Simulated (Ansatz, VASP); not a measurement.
## Cd in VASP and in Ansatz

```xyz
2
Lattice="2.9789 0.0000 0.0000 -1.4894 2.5798 0.0000 0.0000 0.0000 5.6177" Properties=species:S:1:pos:R:3 pbc="T T T"
Cd    1.4894    0.8599    4.2132
Cd    0.0000    1.7199    1.4044
```

Alike in both runs: functional r2SCAN0; k mesh 6 × 6 × 3; occupations fermi-dirac, width 0.05 eV; no spin polarisation.

|  | VASP | Ansatz |
| --- | --- | --- |
| version | VASP 6.6.1 | Ansatz 0.2.0 |
| potentials or method | VASP PAW PBE potentials, release 64 (Cd) | Ansatz PAW |
| plane-wave cutoff (eV) | 520 | 500 |
| valence electrons in the cell | 24 | 40 |
| task | single point | projected density of states |

Ansatz gave:

```
gap on the k mesh at the Fermi level (eV)                     : none
pressure (GPa)                                                : 0.1
traceless stress, the component that is largest in VASP (GPa) : 2.07
```

Question: Estimate VASP's values.

Answer: gap on the k mesh at the Fermi level (eV): none; pressure (GPa): 0.3; traceless stress, the component that is largest in VASP (GPa): 1.51.

VASP's potentials were made for PBE, not for r2SCAN0. A gap of «none» marks a metal or a gap that the smearing closes. VASP's potentials hold 24 valence electrons a cell and Ansatz's 40, so a difference there can come from the potentials and not from the codes.

The k mesh is coarse, so the values compare programs but aren't converged.
